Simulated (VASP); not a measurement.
# KNd2Sb3 (P6mm) in VASP: single point with PBE

Aim: the single point of KNd2Sb3 with PBE.

Program: VASP 6.6.1. These are calculated values, not measurements. Logs are shortened: lines on timing, memory, paths and dates and some standing lists are left out, and cuts for length are marked.

**1. The cell of the first run**

The typed cell holds 6 atoms: a = 7.611 Å, b = 7.611 Å, c = 4.533 Å, α = 90.00°, β = 90.00°, γ = 120.00°.

The cell was generated, and may not be a known phase.

**2. Single point, PBE**

INCAR reads:

```
SYSTEM = KNd2Sb3
PREC = Accurate
ENCUT = 500
EDIFF = 1E-6
ISMEAR = 0
SIGMA = 0.1
LREAL = .FALSE.
LASPH = .TRUE.
NELM = 200
ALGO = Normal
ISIF = 2
LWAVE = .FALSE.
LCHARG = .FALSE.
GGA = PE
NBANDS = 32
GGA_COMPAT = .FALSE.
LMAXMIX = 6
```

KPOINTS reads:

```
regular mesh
0
G
  6 6 8
  0 0 0
```

POSCAR reads:

```
KNd2Sb3
1.0
    7.6105184867      0.0000000000      0.0000000000
   -3.8052592433      6.5909023454      0.0000000000
    0.0000000000      0.0000000000      4.5326666774
K Nd Sb
1 2 3
Direct
    0.0000000000      0.0000000000      0.5329645389
    0.6666666667      0.3333333333      1.0320281472
    0.3333333333      0.6666666667      1.0320281472
    0.5000000000      0.5000000000      0.5322053722
    0.5000000000      0.0000000000      0.5322053722
    0.0000000000      0.5000000000      0.5322053722
```

Potentials or basis: VASP PAW PBE potentials, release 64 (K_sv, Nd_3, Sb), 4f in core.

Started as:

```console
$ cat potpaw_PBE.64/K_sv/POTCAR potpaw_PBE.64/Nd_3/POTCAR potpaw_PBE.64/Sb/POTCAR > POTCAR
$ mpirun -np 1 vasp_std > vasp.out
```

OUTCAR:

```text
SYSTEM = KNd2Sb3
   PREC = Accurate
   ENCUT = 500
   EDIFF = 1E-6
   ISMEAR = 0
   LREAL = .FALSE.
   LASPH = .TRUE.
   NELM = 200
   ISIF = 2
   GGA = PE

 ion  position               nearest neighbor table
   1  0.000  0.000  0.533-
   2  0.667  0.333  0.032-   5 3.16   6 3.16   4 3.16   5 3.16   6 3.16   4 3.16
   3  0.333  0.667  0.032-   5 3.16   6 3.16   4 3.16   5 3.16   6 3.16   4 3.16
   4  0.500  0.500  0.532-   2 3.16   3 3.16   2 3.16   3 3.16
   5  0.500  0.000  0.532-   2 3.16   3 3.16   2 3.16   3 3.16
   6  0.000  0.500  0.532-   2 3.16   3 3.16   2 3.16   3 3.16

  LATTYP: Found a hexagonal cell.
 ALAT       =     7.6105184867
 C/A-ratio  =     0.5955792217

  Lattice vectors:

 A1 = (   7.6105184867,   0.0000000000,   0.0000000000)
 A2 = (  -3.8052592433,   6.5909023454,   0.0000000000)
 A3 = (   0.0000000000,   0.0000000000,   4.5326666774)

Analysis of symmetry for initial positions (statically):
=====================================================================
 Subroutine PRICEL returns:
 Original cell was already a primitive cell.

 Routine SETGRP: Setting up the symmetry group for a
 hexagonal supercell.

 Subroutine GETGRP returns: Found 12 space group operations
 (whereof 12 operations were pure point group operations)
 out of a pool of 24 trial point group operations.

The static configuration has the point symmetry C_6v.

Analysis of symmetry for dynamics (positions and initial velocities):
=====================================================================
 Subroutine PRICEL returns:
 Original cell was already a primitive cell.

 Routine SETGRP: Setting up the symmetry group for a
 hexagonal supercell.

 Subroutine GETGRP returns: Found 12 space group operations
 (whereof 12 operations were pure point group operations)
 out of a pool of 24 trial point group operations.

The dynamic configuration has the point symmetry C_6v.

 Subroutine INISYM returns: Found 12 space group operations
 (whereof 12 operations are pure point group operations),
 and found     1 'primitive' translations

----------------------------------------------------------------------------------------

                                     Primitive cell

  volume of cell :     227.3594

  direct lattice vectors                    reciprocal lattice vectors
     7.610518487  0.000000000  0.000000000     0.131397092  0.075862147  0.000000000
    -3.805259243  6.590902345  0.000000000     0.000000000  0.151724293  0.000000000
     0.000000000  0.000000000  4.532666677     0.000000000  0.000000000  0.220620679

  length of vectors
     7.610518487  7.610518487  4.532666677     0.151724293  0.151724293  0.220620679

  position of ions in fractional coordinates (direct lattice)
     0.000000000  0.000000000  0.532964539
     0.666666667  0.333333333  0.032028147
     0.333333333  0.666666667  0.032028147
     0.500000000  0.500000000  0.532205372
     0.500000000  0.000000000  0.532205372
     0.000000000  0.500000000  0.532205372

  ion indices of the primitive-cell ions
   primitive index   ion index
                 1           1
                 2           2
                 3           3
                 4           4
                 5           5
                 6           6

----------------------------------------------------------------------------------------

 KPOINTS: regular mesh

Automatic generation of k-mesh.
 Grid dimensions read from file:
 generate k-points for:    6    6    8

 Generating k-lattice:

  Cartesian coordinates                     Fractional coordinates (reciprocal lattice)
     0.021899515  0.012643691  0.000000000     0.166666667  0.000000000  0.000000000
     0.000000000  0.025287382  0.000000000     0.000000000  0.166666667  0.000000000
     0.000000000  0.000000000  0.027577585     0.000000000  0.000000000  0.125000000

  Length of vectors
     0.025287382  0.025287382  0.027577585

  Shift w.r.t. Gamma in fractional coordinates (k-lattice)
     0.000000000  0.000000000  0.000000000

 Subroutine IBZKPT returns following result:
 ===========================================

 Found     35 irreducible k-points:

 Following reciprocal coordinates:
            Coordinates               Weight
  0.000000  0.000000  0.000000      1.000000
  0.166667 -0.000000  0.000000      6.000000
  0.333333 -0.000000  0.000000      6.000000
  0.500000 -0.000000  0.000000      3.000000
  0.166667  0.166667  0.000000      6.000000
  0.333333  0.166667  0.000000     12.000000
[... 16 lines left out ...]
  0.166667 -0.000000  0.375000     12.000000
  0.333333 -0.000000  0.375000     12.000000
 [... further k-points ...]
   k-points           NKPTS =     35   k-points in BZ     NKDIM =     35   number of bands    NBANDS=     32
   number of dos      NEDOS =    301   number of ions     NIONS =      6
   total plane-waves  NPLWV = 112896
   dimension x,y,z NGX =    56 NGY =   56 NGZ =   36
   dimension x,y,z NGXF=   112 NGYF=  112 NGZF=   72
   ions per type =               1   2   3
   NGX,Y,Z   is equivalent  to a cutoff of  12.23, 12.23, 13.20 a.u.
   NGXF,Y,Z  is equivalent  to a cutoff of  24.47, 24.47, 26.41 a.u.
 SYSTEM =  KNd2Sb3
   PREC   = accura    normal or accurate (medium, high low for compatibility)
   ISTART =      0    job   : 0-new  1-cont  2-samecut
   ICHARG =      2    charge: 1-file 2-atom 10-const
   ISPIN  =      1    spin polarized calculation?
   LNONCOLLINEAR =      F non collinear calculations
   LSORBIT =      F    spin-orbit coupling
   LASPH  =      T    aspherical Exc in radial PAW
   ENCUT  =  500.0 eV  36.75 Ry    6.06 a.u.  13.88 13.88  8.26*2*pi/ulx,y,z
   NELM   =    200;   NELMIN=  2; NELMDL= -5     # of ELM steps
   EDIFF  = 0.1E-05   stopping-criterion for ELM
   LREAL  =      F    real-space projection
   EDIFFG = 0.1E-04   stopping-criterion for IOM
   NSW    =      0    number of steps for IOM
   IBRION =     -1    ionic relax: 0-MD 1-quasi-New 2-CG
   NFREE  =      0    steps in history (QN), initial steepest desc. (CG)
   ISIF   =      2    stress and relaxation
   ISYM   =      2    0-nonsym 1-usesym 2-fastsym
   POTIM  = 0.5000    time-step for ionic-motion
   TEBEG  =    0.0;   TEEND  =   0.0 temperature during run
   PSTRESS=    0.0 pullay stress
   NELECT =      46.0000    total number of electrons
   NUPDOWN=      -1.0000    fix difference up-down
   EMIN   =  10.00;   EMAX   =-10.00  energy-range for DOS
   EFERMI =   0.00;   METHOD = LEGACY
   ISMEAR =     0;   SIGMA  =   0.10  broadening in eV -4-tet -1-fermi 0-gaus
   EFERMI_NEDOS =   21; number of points for ismear=-14 and -15
   IALGO  =     38    algorithm
   IMIX   =      4    mixing-type and parameters
     AMIX     =   0.40;   BMIX     =  1.00
     AMIX_MAG =   1.60;   BMIX_MAG =  1.00
  volume/ion in A,a.u.               =      37.89       255.72
  Fermi-wavevector in a.u.,A,eV,Ry     =   0.961073  1.816165 12.567181  0.923662
  Thomas-Fermi vector in A             =   2.090413
   LORBIT       =      0    0 simple, 1 ext, 2 COOP (PROOUT), +10 PAW based schemes
   GGA     = PE    functional components
   LHFCALC =     F    Hartree Fock is set to
   AEXX    =    0.0000 exact exchange contribution
   IVDW    =     0    specifies the selected vdW correction
   LEPSILON=     F    determine dielectric tensor
   LRPA    =     F    only Hartree local field effects (RPA)
 non-spin polarized calculation
 Gauss-broadening in eV      SIGMA  =   0.10
  energy-cutoff  :      500.00
  volume of cell :      227.36
 maximum number of plane-waves:      5790
 NGX is ok and might be reduce to    56
   NGX = 27   NGY = 27   NGZ = 17

 number of electron      46.0000000 magnetization

 Free energy of the ion-electron system (eV)
  ---------------------------------------------------
  ext. energy  EPLUGINS =         0.00000000
  ---------------------------------------------------
  free energy    TOTEN  =       -27.25935347 eV

  energy without entropy =      -27.24801822  energy(sigma->0) =      -27.25368585

 E-fermi :   3.6045     XC(G=0):  -8.4062

 val. band max:        3.5972883513   @ k =   0.0000   0.0000   0.3750
 cond. band min:       3.6221617281   @ k =   0.0000   0.0000   0.1250
 fundamental gap:      0.0248733768
 Fermi energy:         3.6044750095

 k-point     1 :       0.0000    0.0000    0.0000
  band No.  band energies     occupation
      1     -34.5552      2.00000
      2     -34.5487      2.00000
      3     -27.7665      2.00000
      4     -15.8125      2.00000
      5     -15.8125      2.00000
      6     -15.7148      2.00000
[... 24 lines left out ...]
     31       6.6245      0.00000
     32       7.3619      0.00000

 k-point     2 :       0.1667   -0.0000    0.0000
  band No.  band energies     occupation
      1     -34.5548      2.00000
      2     -34.5491      2.00000
      3     -27.7665      2.00000
      4     -15.8140      2.00000
      5     -15.8075      2.00000
      6     -15.7201      2.00000
[... 24 lines left out ...]
     31       6.2607      0.00000
     32       7.1257      0.00000

 k-point     3 :       0.3333   -0.0000    0.0000
  band No.  band energies     occupation
      1     -34.5538      2.00000
      2     -34.5501      2.00000
      3     -27.7665      2.00000
      4     -15.8169      2.00000
      5     -15.7950      2.00000
      6     -15.7331      2.00000
[... 24 lines left out ...]
     31       6.2659      0.00000
     32       6.7916      0.00000

 k-point     4 :       0.5000   -0.0000    0.0000
  band No.  band energies     occupation
      1     -34.5530      2.00000
      2     -34.5509      2.00000
      3     -27.7665      2.00000
      4     -15.8182      2.00000
      5     -15.7861      2.00000
      6     -15.7423      2.00000
[... 654 lines left out ...]
     31       6.9129      0.00000
     32       6.9751      0.00000

 k-point    23 :       0.1667   -0.0000    0.3750
  band No.  band energies     occupation
      1     -34.5520      2.00000
      2     -34.5456      2.00000
      3     -27.7647      2.00000
      4     -15.7911      2.00000
      5     -15.7850      2.00000
      6     -15.7794      2.00000
[... 24 lines left out ...]
     31       6.7716      0.00000
     32       6.9080      0.00000

 k-point    24 :       0.3333   -0.0000    0.3750
  band No.  band energies     occupation
      1     -34.5509      2.00000
      2     -34.5467      2.00000
      3     -27.7647      2.00000
      4     -15.7934      2.00000
      5     -15.7728      2.00000
      6     -15.7704      2.00000
[... 24 lines left out ...]
     31       6.9626      0.00000
     32       7.3269      0.00000

 [... further k-points ...]

------------------------ aborting loop because EDIFF is reached ----------------------------------------

  FORCE on cell =-STRESS in cart. coord.  units (eV):
  Direction    XX          YY          ZZ          XY          YZ          ZX
  --------------------------------------------------------------------------------------
  -------------------------------------------------------------------------------------
  Total        0.1385605      0.1385605      0.3341626      0.0000000     -0.0000000      0.0000000
  in kB        0.9764207      0.9764207      2.3548082      0.0000000     -0.0000000      0.0000000
  external PRESSURE =       1.4358832 kB  Pullay stress =       0.0000000 kB

 VOLUME and BASIS-vectors are now :
 -----------------------------------------------------------------------------
  energy-cutoff  :      500.00
  volume of cell :      227.36
      direct lattice vectors                 reciprocal lattice vectors
     7.610518487  0.000000000  0.000000000     0.131397092  0.075862147  0.000000000
    -3.805259243  6.590902345  0.000000000     0.000000000  0.151724293  0.000000000
     0.000000000  0.000000000  4.532666677     0.000000000  0.000000000  0.220620679

 POSITION                                       TOTAL-FORCE (eV/Angst)
 -----------------------------------------------------------------------------------
      0.00000      0.00000      2.41575        -0.000000     -0.000000     -0.000349
      3.80526      2.19697      0.14517         0.000000      0.000000      0.007195
     -0.00000      4.39393      0.14517         0.000000     -0.000000      0.007195
      1.90263      3.29545      2.41231        -0.000000     -0.000000     -0.004681
      3.80526      0.00000      2.41231        -0.000000     -0.000000     -0.004681
     -1.90263      3.29545      2.41231        -0.000000     -0.000000     -0.004681
 -----------------------------------------------------------------------------------
    total drift:                               -0.000000     -0.000000      0.000049

  FREE ENERGIE OF THE ION-ELECTRON SYSTEM (eV)
  ---------------------------------------------------
  free  energy   TOTEN  =       -27.2593534749 eV

  energy  without entropy=      -27.2480182226  energy(sigma->0) =      -27.25368585
```

It took 4.2 min on 1 thread of Intel Xeon Platinum 8375C at 2.90GHz (Ice Lake), shared host; peak memory 0.46 GiB.

Results:

```yaml
Free_energy: -27.2594 eV
Pressure: 0.1 GPa
Largest_force: 0.007 eV/Å
Band_gap_on_the_k_mesh: zero (bands 23 and 24 overlap by 1.51 eV)
```

Forces on the atoms (eV/Å):
```
K    0.000  0.000  0.000
Nd   0.000  0.000  0.007
Nd   0.000  0.000  0.007
Sb   0.000  0.000 -0.005
Sb   0.000  0.000 -0.005
Sb   0.000  0.000 -0.005
```

Caveat: spin-orbit coupling is left out, which moves the levels of the heavy elements; the 4f electrons are frozen in the core, so they carry no moment and show no levels. Spin polarisation is off, so any magnetic state and its effect on volume and gap are missing.

The gap in the log of VASP goes by the Fermi energy; the results here count the filled bands.